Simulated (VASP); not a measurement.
Set up this calculation in VASP 6.6.1, as the native input.

```yaml
Task: single point
Functional: PBE
Potentials_or_basis: VASP PAW PBE potentials, release 64 (Ti_sv, O)
Cutoff: 520 eV
k_mesh: 10 × 10 × 10
Occupations: gaussian, width 0.02 eV
Spin: no spin polarisation
Dipole_correction: no
Further_INCAR_settings: ALGO = Normal; EDIFF = 1e-06; NBANDS = 33
```

The structure of TiO2 lies in POSCAR:

```
TiO2
1.0
   -1.8829134579      1.8829134579      4.6387744850
    1.8829134579     -1.8829134579      4.6387744850
    1.8829134579      1.8829134579     -4.6387744850
Ti O
2 4
Direct
    0.0000000000      0.0000000000      0.0000000000
    0.7500000000      0.2500000000      0.5000000000
    0.2120514251      0.2120514251      0.0000000000
    0.9620514251      0.4620514251      0.5000000000
    0.5379485749      0.0379485749      0.5000000000
    0.7879485749      0.7879485749      0.0000000000
```

These files were run (other wordings do the same):

INCAR

```
SYSTEM = TiO2
  PREC = Accurate
  ENCUT = 520
  EDIFF = 1E-6
  ISMEAR = 0
  SIGMA = 0.02
  LREAL = .False.
  LASPH = .True.
  NELM = 60
  ALGO = Normal
  ISIF = 2
  LWAVE = .False.
  LCHARG = .False.
  GGA = PE
  NBANDS = 33
```

KPOINTS

```
regular mesh
0
Gamma
  10 10 10
  0 0 0
```

Potentials or basis: VASP PAW PBE potentials, release 64 (Ti_sv, O).

Run with:

```bash
$ cat potpaw_PBE.64/Ti_sv/POTCAR potpaw_PBE.64/O/POTCAR > POTCAR
$ mpirun -np 1 vasp_std > vasp.out
```

It gave:

| Item | Value |
| --- | --- |
| Pressure | 12.4 GPa |
| Largest force | 0.032 eV/Å |
| Band gap on the k mesh | 2.05 eV (least direct gap 2.47 eV) |

Caveat: the cell stands under pressure.

Wall time 5.9 min on 1 thread of Intel(R) Xeon(R) Platinum 8259CL CPU @ 2.50GHz (Skylake/Cascade Lake) (shared host), peak memory 0.35 GiB.
